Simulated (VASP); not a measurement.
Al, 2 atoms in the cell. The structure is cubic, space group Fd-3m (No. 227). The conventional cell has a = 5.994 Å, b = 5.994 Å, c = 5.994 Å, α = 90.00°, β = 90.00°, γ = 90.00°. Al (site symmetry -43m) has 4 Al at 2.60 Å within 3.4 Å. 

| Item | Value |
| --- | --- |
| Program | VASP 6.6.1 |
| Task | single point |
| Functional | PBEsol |
| Potentials or basis | VASP PAW PBE potentials, release 64 (Al) |
| Cutoff | 520 eV |
| k mesh | 16 × 16 × 16 |
| Occupations | gaussian, width 0.1 eV |
| Spin | no spin polarisation |
| Dipole correction | no |
| Further INCAR settings | ALGO = Normal; EDIFF = 1e-07; NBANDS = 10 |

Potentials or basis: VASP PAW PBE potentials, release 64 (Al).

Command:

```console
$ cat potpaw_PBE.64/Al/POTCAR > POTCAR
$ mpirun -np 1 vasp_std > vasp.out
```

Hardware: 1 thread of AMD EPYC 7R13 (shared host).

Problem. Estimate the wall time of this run.

Solution. Run time: 58 s on 1 thread of AMD EPYC 7R13, on a shared host, peak memory 0.18 GiB. Counts: scf iterations 10, k points 145.
